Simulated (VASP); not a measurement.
# TiSi16 (a cell with a defect) in VASP: a series of runs, part 2 of 2

VASP 6.6.1. Earlier steps stand in the parts before.

### 4 Single point, PBEsol

INCAR reads:

```
SYSTEM = TiSi16
  PREC = Accurate
  ENCUT = 520
  EDIFF = 1E-7
  ISMEAR = 0
  SIGMA = 0.05
  LREAL = Auto
  LASPH = .TRUE.
  NELM = 100
  ALGO = Normal
  ISIF = 2
  LWAVE = .FALSE.
  LCHARG = .FALSE.
  GGA = PS
  NBANDS = 52
```

KPOINTS reads:

```
Automatic mesh
0
G
  2 2 2
  0 0 0
```

POSCAR reads:

```
TiSi16
1.0
    0.0000000000      5.4300000000      5.4300000000
    5.4300000000      0.0000000000      5.4300000000
    5.4300000000      5.4300000000      0.0000000000
Si Ti
16 1
Direct
   -0.0153037753      0.0483048803     -0.0164321363
    0.1267658379      0.1356041436      0.1258091160
    0.0127802947     -0.0114046041      0.4993530387
    0.1267577348      0.1355921731      0.6119431860
    0.0124904236      0.5068268877      0.0130031308
    0.1080296501      0.6742920810      0.1086572744
    0.0125033149      0.5067825046      0.4673029466
    0.1536952118      0.6161430939      0.6148858195
    0.5003416206     -0.0112976059      0.0116633517
    0.6129374770      0.1357744936      0.1256921731
    0.5003714549     -0.0113289134      0.4994051565
    0.6422349908      0.0756745856      0.6411116022
    0.4667015654      0.5069579190      0.0129754144
    0.6143496317      0.6163083794      0.1541525783
    0.5158304788      0.4512779926      0.5162293738
    0.6143485267      0.6162785451      0.6147995396
    0.8256077348      0.5216038674      0.8261852670
```

Started as:

```sh
cat potpaw_PBE.64/Si/POTCAR potpaw_PBE.64/Ti_sv/POTCAR > POTCAR
mpirun -np 1 vasp_std > vasp.out
```

It took 3.5 min on 1 thread of AMD EPYC 9R45 (Zen 5), shared host; peak memory 0.46 GiB.

The run converged. Its results:

```yaml
Free_energy: -96.7572 eV
Pressure: 3.4 GPa
Largest_force: 1.314 eV/Å
Band_gap_on_the_k_mesh: zero (bands 38 and 39 overlap by 0.39 eV)
```

Forces on the atoms (eV/Å):
```
Si   0.051 -0.052  0.045
Si   0.069 -0.054  0.069
Si   0.046 -0.047  0.006
Si   0.052 -0.069  0.069
Si   0.107 -0.004  0.110
Si   0.095 -0.093  0.100
Si   0.002 -0.108  0.111
Si   0.035 -0.033 -0.059
Si   0.011 -0.045  0.048
Si   0.071 -0.070  0.051
Si   0.045 -0.012  0.048
Si   0.053 -0.056  0.045
Si   0.109 -0.107  0.002
Si  -0.059 -0.032  0.039
Si   0.037 -0.035  0.038
Si   0.033  0.058  0.039
Ti  -0.758  0.758 -0.761
```

Stress tensor (GPa, compression positive):
```
 3.42  0.94 -0.95
 0.94  3.43  0.95
-0.95  0.95  3.40
```

Levels at points of the mesh, in eV from the Fermi level:
```
           k point  band 34  band 35  band 36  band 37  band 38  band 39  band 40  band 41  band 42  band 43
(0.00, 0.00, 0.00)    -1.22    -1.22    -0.73    -0.33    -0.25    -0.25    -0.17    -0.16    -0.02     0.17
(0.50, 0.00, 0.00)    -1.48    -1.39    -1.12    -0.69    -0.02     0.38     0.43     0.71     0.78     0.82
(0.00, 0.50, 0.00)    -2.25    -1.32    -1.32    -0.25    -0.25     0.06     0.53     0.74     0.75     1.14
(0.00, 0.00, 0.50)    -1.48    -1.39    -1.12    -0.69    -0.02     0.38     0.44     0.71     0.77     0.83
(0.50, 0.50, 0.50)    -1.48    -1.39    -1.12    -0.69    -0.03     0.38     0.44     0.71     0.77     0.83
(0.50, 0.50, 0.00)    -2.07    -1.76    -1.65    -0.23     0.13     0.22     0.32     0.86     0.97     1.45
(0.00, 0.50, 0.50)    -2.07    -1.76    -1.65    -0.23     0.14     0.22     0.32     0.86     0.97     1.45
(0.50, 0.00, 0.50)    -2.07    -1.76    -1.65    -0.23     0.14     0.22     0.31     0.86     0.97     1.45
```

Caveat: the k points lie up to 0.50 Å⁻¹ apart; the PAW data sets were made with another functional, which shifts forces and pressure a little.

### 5 Single point, PBEsol

INCAR reads:

```
SYSTEM = TiSi16
  PREC = Accurate
  ENCUT = 520
  EDIFF = 1E-6
  ISMEAR = 0
  SIGMA = 0.05
  LREAL = Auto
  LASPH = .TRUE.
  NELM = 80
  ALGO = Normal
  ISIF = 2
  LWAVE = .FALSE.
  LCHARG = .TRUE.
  GGA = PS
  LELF = .TRUE.
  LVHAR = .TRUE.
  NBANDS = 52
```

KPOINTS is that of step 4.

POSCAR reads:

```
TiSi16
1.0
    0.0000000000      5.4300000000      5.4300000000
    5.4300000000      0.0000000000      5.4300000000
    5.4300000000      5.4300000000      0.0000000000
Si Ti
16 1
Direct
   -0.0156370166      0.0489788214     -0.0165918969
    0.1260551565      0.1359846225      0.1252500000
    0.0135487109     -0.0110137201      0.4987870166
    0.1260426335      0.1359575506      0.6128667587
    0.0097556169      0.5084197053      0.0103734807
    0.1082674954      0.6733787293      0.1090096685
    0.0097747698      0.5083701657      0.4710957643
    0.1573560773      0.6177323204      0.6122663904
    0.4996632597     -0.0109551565      0.0125999079
    0.6137589319      0.1360718232      0.1251379374
    0.4996958564     -0.0110089319      0.4988347145
    0.6419359116      0.0763546961      0.6409388582
    0.4703833333      0.5084752302      0.0103903315
    0.6115901473      0.6178785451      0.1579505525
    0.5160368324      0.4503668508      0.5165902394
    0.6116028545      0.6178231123      0.6122166667
    0.7983643646      0.6031050645      0.7990678637
```

Potentials or basis: VASP PAW PBE potentials, release 64 (Si, Ti_sv).

Started as:

```sh
cat potpaw_PBE.64/Si/POTCAR potpaw_PBE.64/Ti_sv/POTCAR > POTCAR
mpirun -np 1 vasp_std > vasp.out
```

OUTCAR:

```text
SYSTEM = TiSi16
   PREC = Accurate
   ENCUT = 520
   EDIFF = 1E-6
   ISMEAR = 0
   LREAL = Auto
   LASPH = .TRUE.
   NELM = 80
   ISIF = 2
   GGA = PS

 ion  position               nearest neighbor table
   1  0.984  0.049  0.983-   2 2.34   4 2.34  10 2.34   6 2.36
   2  0.126  0.136  0.125-   1 2.34   5 2.34   3 2.35   9 2.35
   3  0.014  0.989  0.499-   8 2.33  12 2.34   2 2.35   4 2.35
   4  0.126  0.136  0.613-   1 2.34   7 2.34   3 2.35  11 2.35
   5  0.010  0.508  0.010-   6 2.29   2 2.34  17 2.46   8 2.50  14 2.50
   6  0.108  0.673  0.109-   7 2.29   5 2.29  13 2.29   1 2.36
[... 647 lines left out ...]
  Total        6.8310214      6.8259046      6.8621077      1.8895293      1.8833615     -1.8807508
  in kB       34.1795816     34.1539795     34.3351244      9.4544164      9.4235553     -9.4104927
  external PRESSURE =      34.2228952 kB  Pullay stress =       0.0000000 kB

 VOLUME and BASIS-vectors are now :
 -----------------------------------------------------------------------------
  energy-cutoff  :      520.00
  volume of cell :      320.21
      direct lattice vectors                 reciprocal lattice vectors
     0.000000000  5.430000000  5.430000000    -0.092081031  0.092081031  0.092081031
     5.430000000  0.000000000  5.430000000     0.092081031 -0.092081031  0.092081031
     5.430000000  5.430000000  0.000000000     0.092081031  0.092081031 -0.092081031

 POSITION                                       TOTAL-FORCE (eV/Angst)
 -----------------------------------------------------------------------------------
      5.60586     10.68500      5.61105        -0.051787      0.050733     -0.058975
      1.41850      1.36459      1.42288        -0.046678      0.006904     -0.048318
      8.07861      2.78198      5.44377        -0.069611      0.069583     -0.055396
      4.06612      4.01228      1.42266        -0.008559      0.047310     -0.047828
      2.81705      0.10930      2.81369        -0.037444     -0.055970     -0.031775
      4.24837      1.17981      4.24434        -0.038109      0.037846     -0.033240
[... 9 lines left out ...]
      6.67912      6.64534      6.67578        -0.110007      0.002793     -0.107461
      7.61380      8.67406      7.60998         0.768071     -0.770846      0.775680
 -----------------------------------------------------------------------------------
    total drift:                                0.010723     -0.013643      0.015778

  FREE ENERGIE OF THE ION-ELECTRON SYSTEM (eV)
  ---------------------------------------------------
  free  energy   TOTEN  =       -96.7572455954 eV

  energy  without entropy=      -96.7447481402  energy(sigma->0) =      -96.75099687
```

OSZICAR:

```text
N       E                     dE             d eps       ncg     rms          rms(c)
DAV:   1     0.335971093112E+03    0.33597E+03   -0.30812E+04   840   0.127E+03
DAV:   2    -0.618359145717E+02   -0.39781E+03   -0.37795E+03   944   0.247E+02
DAV:   3    -0.977538769287E+02   -0.35918E+02   -0.34866E+02  1240   0.664E+01
DAV:   4    -0.100317430922E+03   -0.25636E+01   -0.25253E+01  1256   0.149E+01
DAV:   5    -0.100389609062E+03   -0.72178E-01   -0.72063E-01  1104   0.250E+00    0.190E+01
DAV:   6    -0.997187768591E+02    0.67083E+00   -0.20931E+01  1104   0.214E+01    0.170E+01
DAV:   7    -0.977769419427E+02    0.19418E+01   -0.33483E+01  1108   0.266E+01    0.985E+00
DAV:   8    -0.968694819153E+02    0.90746E+00   -0.20190E+00  1020   0.624E+00    0.291E+00
DAV:   9    -0.967576985386E+02    0.11178E+00   -0.57547E-01  1248   0.297E+00    0.739E-01
DAV:  10    -0.967569722643E+02    0.72627E-03   -0.24502E-02  1072   0.576E-01    0.583E-01
DAV:  11    -0.967581708339E+02   -0.11986E-02   -0.12682E-02  1080   0.515E-01    0.350E-01
DAV:  12    -0.967572930907E+02    0.87774E-03   -0.34638E-03  1040   0.276E-01    0.112E-01
DAV:  13    -0.967572406283E+02    0.52462E-04   -0.61567E-04  1144   0.100E-01    0.373E-02
DAV:  14    -0.967572460176E+02   -0.53894E-05   -0.94394E-05  1008   0.385E-02    0.238E-02
DAV:  15    -0.967572453156E+02    0.70202E-06   -0.20622E-05  1088   0.198E-02    0.433E-03
DAV:  16    -0.967572455954E+02   -0.27974E-06   -0.22365E-06   816   0.575E-03
   1 F= -.96757246E+02 E0= -.96750997E+02  d E =-.124975E-01
```

stdout:

```text
POSCAR found type information on POSCAR SiTi
 POSCAR found :  2 types and      17 ions
 scaLAPACK will be used
 -----------------------------------------------------------------------------
|                                                                             |
|                                                                             |
|     You enforced a specific xc type in the INCAR file but a different       |
|     I HOPE YOU KNOW WHAT YOU ARE DOING!                                     |
|                                                                             |
 -----------------------------------------------------------------------------

 LDA part: xc-table for (Slater+PW92), standard interpolation
 POSCAR, INCAR and KPOINTS ok, starting setup
 FFT: planning ... GRIDC
 FFT: planning ... GRID_SOFT
 FFT: planning ... GRID
 WAVECAR not read
 entering main loop
```

Wall time 3.5 min (1 thread of AMD EPYC 9R45 (Zen 5), shared host); peak memory 0.46 GiB.

Results:

```yaml
Free_energy: -96.7572 eV
Pressure: 3.4 GPa
Largest_force: 1.336 eV/Å
Band_gap_on_the_k_mesh: zero (bands 38 and 39 overlap by 0.39 eV)
```

Forces in eV/Å, atoms in the order of the input:
```
Si  -0.052  0.051 -0.059
Si  -0.047  0.007 -0.048
Si  -0.070  0.070 -0.055
Si  -0.009  0.047 -0.048
Si  -0.037 -0.056 -0.032
Si  -0.038  0.038 -0.033
Si   0.057  0.039 -0.031
Si  -0.108  0.109 -0.005
Si  -0.051  0.070 -0.070
Si  -0.046  0.048 -0.013
Si  -0.071  0.050 -0.071
Si  -0.051  0.048 -0.058
Si  -0.037  0.038  0.056
Si  -0.003  0.112 -0.108
Si  -0.097  0.099 -0.094
Si  -0.110  0.003 -0.107
Ti   0.768 -0.771  0.776
```

Caveat: the k points lie up to 0.50 Å⁻¹ apart; the PAW data sets were made with another functional, which shifts forces and pressure a little.

### 6 Single point, PBEsol

INCAR reads:

```
ALGO = Normal
EDIFF = 1E-6
ENCUT = 520
GGA = PS
ISIF = 2
ISMEAR = 0
LASPH = True
LCHARG = True
LELF = True
LREAL = Auto
LVHAR = True
LWAVE = False
NBANDS = 52
NELM = 80
PREC = Accurate
SIGMA = 0.05
```

KPOINTS reads:

```
k-points
0
Gamma
  2 2 2
```

POSCAR reads:

```
TiSi16
1.0
    0.0000000000      5.4300000000      5.4300000000
    5.4300000000      0.0000000000      5.4300000000
    5.4300000000      5.4300000000      0.0000000000
Si Ti
16 1
Direct
   -0.0147146409      0.0462323204     -0.0156590239
    0.1254049724      0.1362843462      0.1246193370
    0.0141451197     -0.0103723757      0.4981832413
    0.1253842541      0.1362317680      0.6139035912
    0.0078971455      0.5093947514      0.0086776243
    0.1082656538      0.6731862799      0.1091140884
    0.0079225599      0.5093122468      0.4736717311
    0.1576907919      0.6168007366      0.6125661142
    0.4990831492     -0.0103658379      0.0132124309
    0.6148280847      0.1362778085      0.1245076427
    0.4991136280     -0.0104222836      0.4982423573
    0.6412535912      0.0787425414      0.6401292818
    0.4728348066      0.5093289134      0.0087265193
    0.6118159300      0.6169765193      0.1582866483
    0.5158757827      0.4503822284      0.5166540516
    0.6118232965      0.6169048803      0.6125579190
    0.7834468692      0.6472888582      0.7844142726
```

Potentials or basis: VASP PAW PBE potentials, release 64 (Si, Ti_sv).

Started as:

```sh
cat potpaw_PBE.64/Si/POTCAR potpaw_PBE.64/Ti_sv/POTCAR > POTCAR
mpirun -np 1 vasp_std > vasp.out
```

OUTCAR:

```text
EDIFF = 1E-6
   ENCUT = 520
   GGA = PS
   ISIF = 2
   ISMEAR = 0
   LASPH = True
   LREAL = Auto
   NELM = 80
   PREC = Accurate

 ion  position               nearest neighbor table
   1  0.985  0.046  0.984-   4 2.33   2 2.33  10 2.33   6 2.34
   2  0.125  0.136  0.125-   1 2.33   5 2.34   3 2.35   9 2.35
   3  0.014  0.990  0.498-   8 2.34   4 2.35   2 2.35  12 2.35
   4  0.125  0.136  0.614-   1 2.33   7 2.34   3 2.35  11 2.35
   5  0.008  0.509  0.009-   6 2.30   2 2.34  14 2.49   8 2.49  17 2.53
   6  0.108  0.673  0.109-   7 2.30  13 2.30   5 2.30   1 2.34
   7  0.008  0.509  0.474-   6 2.30   4 2.34  16 2.49   8 2.49  17 2.53
   8  0.158  0.617  0.613-  15 2.27   3 2.34  17 2.43   5 2.49   7 2.49
   9  0.499  0.990  0.013-  14 2.34   2 2.35  10 2.35  12 2.35
  10  0.615  0.136  0.125-   1 2.33  13 2.34   9 2.35  11 2.35
  11  0.499  0.990  0.498-  16 2.34   4 2.35  10 2.35  12 2.35
  12  0.641  0.079  0.640-  15 2.33   3 2.35   9 2.35  11 2.35  17 2.71
  13  0.473  0.509  0.009-   6 2.30  10 2.34  16 2.49  14 2.49  17 2.52
  14  0.612  0.617  0.158-  15 2.27   9 2.34  17 2.43   5 2.49  13 2.49
  15  0.516  0.450  0.517-   8 2.27  16 2.27  14 2.27  12 2.33
  16  0.612  0.617  0.613-  15 2.27  11 2.34  17 2.43   7 2.49  13 2.49
[... 210 lines left out ...]
      3     -26.2872      2.00000
      4     -26.2863      2.00000
      5      -5.7513      2.00000
      6      -3.5367      2.00000
[... 413 lines left out ...]
     49       9.8069      0.00000
     50      10.3648      0.00000
 [bands above 50 left out]

------------------------ aborting loop because EDIFF is reached ----------------------------------------

  FORCE on cell =-STRESS in cart. coord.  units (eV):
  Direction    XX          YY          ZZ          XY          YZ          ZX
  --------------------------------------------------------------------------------------
  -------------------------------------------------------------------------------------
  Total        5.1659569      5.1835850      5.1453839      1.0449872      1.0580687     -1.0707608
  in kB       25.8482936     25.9364970     25.7453547      5.2286800      5.2941344     -5.3576405
  external PRESSURE =      25.8433817 kB  Pullay stress =       0.0000000 kB

 VOLUME and BASIS-vectors are now :
 -----------------------------------------------------------------------------
  energy-cutoff  :      520.00
  volume of cell :      320.21
      direct lattice vectors                 reciprocal lattice vectors
     0.000000000  5.430000000  5.430000000    -0.092081031  0.092081031  0.092081031
     5.430000000  0.000000000  5.430000000     0.092081031 -0.092081031  0.092081031
     5.430000000  5.430000000  0.000000000     0.092081031  0.092081031 -0.092081031

 POSITION                                       TOTAL-FORCE (eV/Angst)
 -----------------------------------------------------------------------------------
      5.59601     10.69507      5.60114        -0.119781      0.118564     -0.124207
      1.41671      1.35763      1.42097        -0.072488      0.012782     -0.073762
      8.07881      2.78194      5.45049        -0.091651      0.091020     -0.034491
      4.07324      4.01433      1.42058        -0.014234      0.072620     -0.072832
      2.81313      0.09000      2.80890        -0.097123     -0.078324     -0.087395
      4.24789      1.18037      4.24328        -0.048768      0.048642     -0.041267
[... 9 lines left out ...]
      6.67598      6.64839      6.67199        -0.126763      0.116841     -0.127324
      7.77415      8.51349      7.76889         1.131221     -1.129300      1.144468
 -----------------------------------------------------------------------------------
    total drift:                               -0.012055      0.017357     -0.005752

  FREE ENERGIE OF THE ION-ELECTRON SYSTEM (eV)
  ---------------------------------------------------
  free  energy   TOTEN  =       -97.2580179345 eV

  energy  without entropy=      -97.2436601420  energy(sigma->0) =      -97.25083904
```

Run time: 3.4 min. Hardware: 1 thread of AMD EPYC 9R45 (Zen 5), shared host; peak memory 0.45 GiB.

What came out:

```yaml
Free_energy: -97.2580 eV
Pressure: 2.6 GPa
Largest_force: 1.966 eV/Å
Band_gap_on_the_k_mesh: zero (bands 38 and 39 overlap by 0.31 eV)
```

Forces on the atoms (eV/Å):
```
Si  -0.120  0.119 -0.124
Si  -0.072  0.013 -0.074
Si  -0.092  0.091 -0.034
Si  -0.014  0.073 -0.073
Si  -0.097 -0.078 -0.087
Si  -0.049  0.049 -0.041
Si   0.080  0.097 -0.087
Si  -0.110  0.109 -0.130
Si  -0.029  0.091 -0.091
Si  -0.071  0.072 -0.016
Si  -0.092  0.029 -0.092
Si  -0.028  0.027 -0.027
Si  -0.092  0.093  0.076
Si  -0.117  0.128 -0.129
Si  -0.101  0.100 -0.088
Si  -0.127  0.117 -0.127
Ti   1.131 -1.129  1.144
```

Caveat: the k points lie up to 0.50 Å⁻¹ apart; the PAW data sets were made with another functional, which shifts forces and pressure a little.

### 7 The runs side by side

```csv
cell,gap on the mesh (eV),pressure (GPa),largest force (eV/Å)
"as given, atomic positions A",none,1.8,1.41
"as given, atomic positions B",none,2.6,1.99
"as given, atomic positions C",none,3.4,1.31
"as given, atomic positions D",none,3.4,1.34
"as given, atomic positions E",none,2.6,1.97
```

Alike in all rows: task single point; level PBEsol; potentials or basis VASP PAW PBE potentials, release 64 (Si, Ti_sv); no spin polarisation; k mesh 2 × 2 × 2; cutoff (eV) 520; smearing gaussian 0.05 eV.

Caveats: all runs use coarse meshes; the PAW data sets were made with another functional, which shifts forces and pressure a little.

Total energies depend on the potentials used, so only differences within one code and one set of settings carry meaning.
